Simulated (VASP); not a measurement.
CoSn:

```xyz
2
Lattice="3.6255 0.0000 0.0000 0.0000 3.6255 0.0000 0.0000 0.0000 3.6255" Properties=species:S:1:pos:R:3 pbc="T T T"
Co    0.0000    0.0000    0.0000
Sn    1.8128    1.8128    1.8128
```

The cell was built from a structure type or drawn by symmetry, and may not be a known phase.

| Item | Value |
| --- | --- |
| Program | VASP 6.6.1 |
| Task | relaxation of cell and atoms |
| Functional | PBE |
| Potentials or basis | VASP PAW PBE potentials, release 64 (Co, Sn_d) |
| Cutoff | 600 eV |
| k mesh | 6 × 6 × 6 |
| Occupations | gaussian, width 0.1 eV |
| Spin | collinear spin, ferromagnetic start |
| Starting moments | [3.0, 0.0] μB |

At the start: pressure -16.0 GPa; volume 23.83 Å³/atom.

Question: Where does the relaxation end?

Answer: Over 6 steps the energy falls by 626.8 meV/atom and the volume is 15.64 Å³/atom (-34.4 %); space group Pm-3m (No. 221, to 0.1 Å) before and after; moment 0.62 μB per cell.

Step by step:
```tsv
step	energy change (eV)	largest force (eV/Å)	pressure (GPa)	volume (Å³)
1	0.0000	0.0000	-16.02	47.66
2	-1.2224	0.0000	-5.09	33.04
3	-1.2535	0.0000	-0.48	31.39
4	-1.2533	0.0000	0.69	31.11
5	-1.2534	0.0000	-0.58	31.42
6	-1.2537	0.0000	0.02	31.27
```

Final structure:
```yaml
crystal:
  lattice:
    - [3.15053, 0.00000, 0.00000]
    - [0.00000, 3.15053, 0.00000]
    - [0.00000, 0.00000, 3.15053]
  atoms:
    - { symbol: Co, position: [0.00000, 0.00000, 0.00000] }
    - { symbol: Sn, position: [0.50000, 0.50000, 0.50000] }
```

Caveat: the volume moved by over 15 % at a fixed basis, so the end points are rough.
